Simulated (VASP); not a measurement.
# Si (Fm-3m) in VASP: a series of runs

Runs on Si. Level: PBEsol. Tasks: single point, relaxation of cell and atoms.

All numbers are computed with VASP 6.6.1; they aren't measurements. Logs are shortened: lines on timing, memory, paths and dates and some standing lists are left out, and cuts for length are marked.

## (1) The cell of the first run

The structure is cubic, space group Fm-3m (No. 225). The conventional cell has a = 3.831 Å, b = 3.831 Å, c = 3.831 Å, α = 90.00°, β = 90.00°, γ = 90.00°. Within 3.6 Å of Si (site symmetry m-3m) lie 12 Si at 2.71 Å.

## (2) Single point, PBEsol

INCAR reads:

```
SYSTEM = Si
  PREC = Accurate
  ENCUT = 520
  EDIFF = 1E-6
  ISMEAR = 0
  SIGMA = 0.1
  LREAL = .False.
  LASPH = .True.
  NELM = 100
  ALGO = Normal
  ISIF = 2
  LWAVE = .False.
  LCHARG = .False.
  GGA = PS
  NBANDS = 8
```

KPOINTS reads:

```
regular mesh
0
Gamma
  24 24 24
  0 0 0
```

POSCAR reads:

```
Si
1.0
    0.0000000000      1.9155697756      1.9155697756
    1.9155697756      0.0000000000      1.9155697756
    1.9155697756      1.9155697756      0.0000000000
Si
1
Direct
    0.0000000000      0.0000000000      0.0000000000
```

Potentials or basis: VASP PAW PBE potentials, release 64 (Si).

On the command line:

```console
> cat potpaw_PBE.64/Si/POTCAR > POTCAR
> mpirun -np 1 vasp_std > vasp.out
```

OUTCAR:

```text
SYSTEM = Si
   PREC = Accurate
   ENCUT = 520
   EDIFF = 1E-6
   ISMEAR = 0
   LREAL = .False.
   LASPH = .True.
   NELM = 100
   ISIF = 2
   GGA = PS

 ion  position               nearest neighbor table
   1  0.000  0.000  0.000-

  LATTYP: Found a face centered cubic cell.
 ALAT       =     3.8311395512

  Lattice vectors:

 A1 = (   0.0000000000,   1.9155697756,   1.9155697756)
 A2 = (   1.9155697756,   0.0000000000,   1.9155697756)
 A3 = (   1.9155697756,   1.9155697756,   0.0000000000)

Analysis of symmetry for initial positions (statically):
=====================================================================
 Subroutine PRICEL returns:
 Original cell was already a primitive cell.

 Routine SETGRP: Setting up the symmetry group for a
 face centered cubic supercell.

 Subroutine GETGRP returns: Found 48 space group operations
 (whereof 48 operations were pure point group operations)
 out of a pool of 48 trial point group operations.

The static configuration has the point symmetry O_h .

Analysis of symmetry for dynamics (positions and initial velocities):
=====================================================================
 Subroutine PRICEL returns:
 Original cell was already a primitive cell.

 Routine SETGRP: Setting up the symmetry group for a
 face centered cubic supercell.

 Subroutine GETGRP returns: Found 48 space group operations
 (whereof 48 operations were pure point group operations)
 out of a pool of 48 trial point group operations.

The dynamic configuration has the point symmetry O_h .

 Subroutine INISYM returns: Found 48 space group operations
 (whereof 48 operations are pure point group operations),
 and found     1 'primitive' translations

----------------------------------------------------------------------------------------

                                     Primitive cell

  volume of cell :      14.0580

  direct lattice vectors                    reciprocal lattice vectors
     0.000000000  1.915569776  1.915569776    -0.261018944  0.261018944  0.261018944
     1.915569776  0.000000000  1.915569776     0.261018944 -0.261018944  0.261018944
     1.915569776  1.915569776  0.000000000     0.261018944  0.261018944 -0.261018944

  length of vectors
     2.709024756  2.709024756  2.709024756     0.452098073  0.452098073  0.452098073

  position of ions in fractional coordinates (direct lattice)
     0.000000000  0.000000000  0.000000000

  ion indices of the primitive-cell ions
   primitive index   ion index
                 1           1

----------------------------------------------------------------------------------------

 KPOINTS: regular mesh

Automatic generation of k-mesh.
 Grid dimensions read from file:
 generate k-points for:   24   24   24

 Generating k-lattice:

  Cartesian coordinates                     Fractional coordinates (reciprocal lattice)
    -0.010875789  0.010875789  0.010875789     0.041666667  0.000000000  0.000000000
     0.010875789 -0.010875789  0.010875789     0.000000000  0.041666667  0.000000000
     0.010875789  0.010875789 -0.010875789     0.000000000  0.000000000  0.041666667

  Length of vectors
     0.018837420  0.018837420  0.018837420

  Shift w.r.t. Gamma in fractional coordinates (k-lattice)
     0.000000000  0.000000000  0.000000000

 Subroutine IBZKPT returns following result:
 ===========================================

 Found    413 irreducible k-points:

 Following reciprocal coordinates:
            Coordinates               Weight
  0.000000  0.000000  0.000000      1.000000
  0.041667  0.000000  0.000000      8.000000
  0.083333  0.000000  0.000000      8.000000
  0.125000  0.000000  0.000000      8.000000
  0.166667  0.000000  0.000000      8.000000
  0.208333  0.000000  0.000000      8.000000
[... 16 lines left out ...]
  0.416667  0.041667  0.000000     24.000000
  0.458333  0.041667  0.000000     24.000000
 [... further k-points ...]
   k-points           NKPTS =    413   k-points in BZ     NKDIM =    413   number of bands    NBANDS=      8
   number of dos      NEDOS =    301   number of ions     NIONS =      1
   total plane-waves  NPLWV =   8000
   dimension x,y,z NGX =    20 NGY =   20 NGZ =   20
   dimension x,y,z NGXF=    40 NGYF=   40 NGZF=   40
   ions per type =               1
   NGX,Y,Z   is equivalent  to a cutoff of  12.27, 12.27, 12.27 a.u.
   NGXF,Y,Z  is equivalent  to a cutoff of  24.55, 24.55, 24.55 a.u.
 SYSTEM =  Si
   PREC   = accura    normal or accurate (medium, high low for compatibility)
   ISTART =      0    job   : 0-new  1-cont  2-samecut
   ICHARG =      2    charge: 1-file 2-atom 10-const
   ISPIN  =      1    spin polarized calculation?
   LNONCOLLINEAR =      F non collinear calculations
   LSORBIT =      F    spin-orbit coupling
   LASPH  =      T    aspherical Exc in radial PAW
   ENCUT  =  520.0 eV  38.22 Ry    6.18 a.u.   5.04  5.04  5.04*2*pi/ulx,y,z
   NELM   =    100;   NELMIN=  2; NELMDL= -5     # of ELM steps
   EDIFF  = 0.1E-05   stopping-criterion for ELM
   LREAL  =      F    real-space projection
   EDIFFG = 0.1E-04   stopping-criterion for IOM
   NSW    =      0    number of steps for IOM
   IBRION =     -1    ionic relax: 0-MD 1-quasi-New 2-CG
   NFREE  =      0    steps in history (QN), initial steepest desc. (CG)
   ISIF   =      2    stress and relaxation
   ISYM   =      2    0-nonsym 1-usesym 2-fastsym
   POTIM  = 0.5000    time-step for ionic-motion
   TEBEG  =    0.0;   TEEND  =   0.0 temperature during run
   PSTRESS=    0.0 pullay stress
   NELECT =       4.0000    total number of electrons
   NUPDOWN=      -1.0000    fix difference up-down
   EMIN   =  10.00;   EMAX   =-10.00  energy-range for DOS
   EFERMI =   0.00;   METHOD = LEGACY
   ISMEAR =     0;   SIGMA  =   0.10  broadening in eV -4-tet -1-fermi 0-gaus
   EFERMI_NEDOS =   21; number of points for ismear=-14 and -15
   IALGO  =     38    algorithm
   IMIX   =      4    mixing-type and parameters
     AMIX     =   0.40;   BMIX     =  1.00
     AMIX_MAG =   1.60;   BMIX_MAG =  1.00
  volume/ion in A,a.u.               =      14.06        94.87
  Fermi-wavevector in a.u.,A,eV,Ry     =   1.076763  2.034787 15.774852  1.159419
  Thomas-Fermi vector in A             =   2.212656
   LORBIT       =      0    0 simple, 1 ext, 2 COOP (PROOUT), +10 PAW based schemes
   GGA     = PS    functional components
   LHFCALC =     F    Hartree Fock is set to
   AEXX    =    0.0000 exact exchange contribution
   IVDW    =     0    specifies the selected vdW correction
   LEPSILON=     F    determine dielectric tensor
   LRPA    =     F    only Hartree local field effects (RPA)
 non-spin polarized calculation
 Gauss-broadening in eV      SIGMA  =   0.10
  energy-cutoff  :      520.00
  volume of cell :       14.06
 maximum number of plane-waves:       391
   NGX =  9   NGY =  9   NGZ =  9

 number of electron       4.0000000 magnetization

 Free energy of the ion-electron system (eV)
  ---------------------------------------------------
  ext. energy  EPLUGINS =         0.00000000
  ---------------------------------------------------
  free energy    TOTEN  =        -5.34212241 eV

  energy without entropy =       -5.33967099  energy(sigma->0) =       -5.34089670

 E-fermi :  10.5210     XC(G=0): -11.3622

 val. band max:       10.5197085016   @ k =  -0.3333   0.4167   0.1667
 cond. band min:      10.5244669196   @ k =   0.5000   0.3750   0.0000
 fundamental gap:      0.0047584180
 Fermi energy:        10.5209509723

 k-point     1 :       0.0000    0.0000    0.0000
  band No.  band energies     occupation
      1      -4.2162      2.00000
      2      21.9862      0.00000
      3      21.9862      0.00000
      4      21.9862      0.00000
      5      22.5469      0.00000
      6      22.5469      0.00000
      7      22.5469      0.00000
      8      27.9423      0.00000

 k-point     2 :       0.0417    0.0000    0.0000
  band No.  band energies     occupation
      1      -4.1646      2.00000
      2      20.7092      0.00000
      3      21.5599      0.00000
      4      21.5599      0.00000
      5      23.0394      0.00000
      6      23.0394      0.00000
      7      23.3644      0.00000
      8      28.3790      0.00000

 k-point     3 :       0.0833    0.0000    0.0000
  band No.  band energies     occupation
      1      -4.0100      2.00000
      2      18.9732      0.00000
      3      21.0115      0.00000
      4      21.0115      0.00000
      5      23.7707      0.00000
      6      23.7707      0.00000
      7      23.8642      0.00000
      8      28.6263      0.00000

 k-point     4 :       0.1250    0.0000    0.0000
  band No.  band energies     occupation
      1      -3.7525      2.00000
      2      17.1564      0.00000
      3      20.5268      0.00000
      4      20.5268      0.00000
      5      24.0100      0.00000
      6      24.4818      0.00000
      7      24.4818      0.00000
      8      27.9484      0.00000

 k-point     5 :       0.1667    0.0000    0.0000
  band No.  band energies     occupation
      1      -3.3926      2.00000
      2      15.3382      0.00000
      3      20.1204      0.00000
      4      20.1204      0.00000
      5      23.9975      0.00000
      6      24.9139      0.00000
      7      24.9139      0.00000
      8      27.5910      0.00000
[... 177 lines left out ...]
 k-point    22 :       0.3750    0.0417    0.0000
  band No.  band energies     occupation
      1      -0.3360      2.00000
      2       7.6216      2.00000
      3      18.5031      0.00000
      4      19.4203      0.00000
      5      21.5537      0.00000
      6      23.2688      0.00000
      7      24.3411      0.00000
      8      27.9885      0.00000

 k-point    23 :       0.4167    0.0417    0.0000
  band No.  band energies     occupation
      1       0.5865      2.00000
      2       6.1788      2.00000
      3      18.5714      0.00000
      4      19.2294      0.00000
      5      21.2592      0.00000
      6      22.7261      0.00000
      7      24.3992      0.00000
      8      27.4764      0.00000

 k-point    24 :       0.4583    0.0417    0.0000
  band No.  band energies     occupation
      1       1.5995      2.00000
      2       4.8283      2.00000
      3      18.7112      0.00000
      4      18.9984      0.00000
      5      21.1732      0.00000
      6      22.2769      0.00000
      7      24.4617      0.00000
      8      27.1078      0.00000

 [... further k-points ...]
[... 5 lines left out ...]
  --------------------------------------------------------------------------------------
  -------------------------------------------------------------------------------------
  Total        0.0141816      0.0141816      0.0141816      0.0000000     -0.0000000      0.0000000
  in kB        1.6162681      1.6162681      1.6162681      0.0000000     -0.0000000      0.0000000
  external PRESSURE =       1.6162681 kB  Pullay stress =       0.0000000 kB

 VOLUME and BASIS-vectors are now :
 -----------------------------------------------------------------------------
  energy-cutoff  :      520.00
  volume of cell :       14.06
      direct lattice vectors                 reciprocal lattice vectors
     0.000000000  1.915569776  1.915569776    -0.261018944  0.261018944  0.261018944
     1.915569776  0.000000000  1.915569776     0.261018944 -0.261018944  0.261018944
     1.915569776  1.915569776  0.000000000     0.261018944  0.261018944 -0.261018944

 POSITION                                       TOTAL-FORCE (eV/Angst)
 -----------------------------------------------------------------------------------
      0.00000      0.00000      0.00000         0.000000      0.000000     -0.000000
 -----------------------------------------------------------------------------------
    total drift:                                0.000000      0.000000     -0.000000

  FREE ENERGIE OF THE ION-ELECTRON SYSTEM (eV)
  ---------------------------------------------------
  free  energy   TOTEN  =        -5.3421224102 eV

  energy  without entropy=       -5.3396709919  energy(sigma->0) =       -5.34089670
```

Run time: 19 s. Hardware: 1 thread of Intel Xeon 6975P-C, shared host; peak memory 0.15 GiB.

Results:

```yaml
Free_energy: -5.3421 eV
Pressure: 0.2 GPa
Band_gap_on_the_k_mesh: zero (band 2 reaches 21.99 eV, above the bottom of band 3 at 7.33 eV)
```

Levels at points of the mesh, in eV from the Fermi level:
| k point | band 1 | band 2 | band 3 | band 4 | band 5 | band 6 |
| --- | --- | --- | --- | --- | --- | --- |
| (0.00, 0.00, 0.00) | -14.74 | 11.47 | 11.47 | 11.47 | 12.03 | 12.03 |
| (0.50, 0.00, 0.00) | -7.70 | -7.16 | 8.81 | 8.81 | 10.91 | 10.91 |
| (0.50, 0.50, 0.00) | -5.51 | -4.54 | 3.26 | 3.26 | 4.33 | 6.95 |

Caveat: the PAW data sets were made with another functional, which shifts forces and pressure a little.

## (3) Relaxation of cell and atoms, PBEsol

This run uses another cell than the first one, of 13.52 Å³/atom, 0.961 times its volume.

INCAR reads:

```
SYSTEM = Si
PREC = Accurate
ENCUT = 600
EDIFF = 1E-6
ISMEAR = 0
SIGMA = 0.1
LREAL = .FALSE.
LASPH = .TRUE.
NELM = 80
ALGO = Normal
ISIF = 3
LWAVE = .FALSE.
LCHARG = .FALSE.
GGA = PS
IBRION = 2
NSW = 100
EDIFFG = -0.01
```

KPOINTS reads:

```
Automatic mesh
0
G
  24 24 24
  0 0 0
```

POSCAR reads:

```
Si
1.0
    0.0000000000      1.8906467324      1.8906467324
    1.8906467324      0.0000000000      1.8906467324
    1.8906467324      1.8906467324      0.0000000000
Si
1
Direct
    0.0000000000      0.0000000000      0.0000000000
```

Potentials or basis: VASP PAW PBE potentials, release 64 (Si).

On the command line:

```console
> cat potpaw_PBE.64/Si/POTCAR > POTCAR
> mpirun -np 1 vasp_std > vasp.out
```

Run time: 33 s. Hardware: 1 thread of Intel Xeon 6975P-C, shared host; peak memory 0.16 GiB.

Results (log left out):

- Free energy: -5.3421 eV
- Relaxed volume: 14.08 Å³/atom
- Relaxed cell: a = 2.711 Å, b = 2.711 Å, c = 2.711 Å, α = 60.00°, β = 60.00°, γ = 60.00°
- Space group after relaxing (to 0.05 Å): Fm-3m (No. 225)
- Energy gained by relaxing: 7.1 meV/atom
- Ionic steps: 3
- Pressure after relaxing: 0.0 GPa
- Band gap on the k mesh: zero (band 2 reaches 21.94 eV, above the bottom of band 3 at 7.31 eV)

Step by step:
```
step  energy change (eV)  largest force (eV/Å)  pressure (GPa)  volume (Å³)
   1              0.0000                0.0000            4.13        13.52
   2             -0.0068                0.0000           -0.81        14.21
   3             -0.0071                0.0000            0.00        14.08
```

Final structure:
```
CELL_PARAMETERS angstrom
0.00000 1.91669 1.91669
1.91669 0.00000 1.91669
1.91669 1.91669 0.00000
ATOMIC_POSITIONS crystal
Si 0.00000 0.00000 0.00000
```

Levels at points of the mesh, in eV from the Fermi level:
```csv
k point,band 1,band 2,band 3,band 4,band 5,band 6
"(0.00, 0.00, 0.00)",-14.72,11.44,11.44,11.44,12.02,12.02
"(0.50, 0.00, 0.00)",-7.70,-7.15,8.79,8.79,10.91,10.91
"(0.50, 0.50, 0.00)",-5.51,-4.54,3.25,3.25,4.34,6.94
```

Caveat: the PAW data sets were made with another functional, which shifts forces and pressure a little.
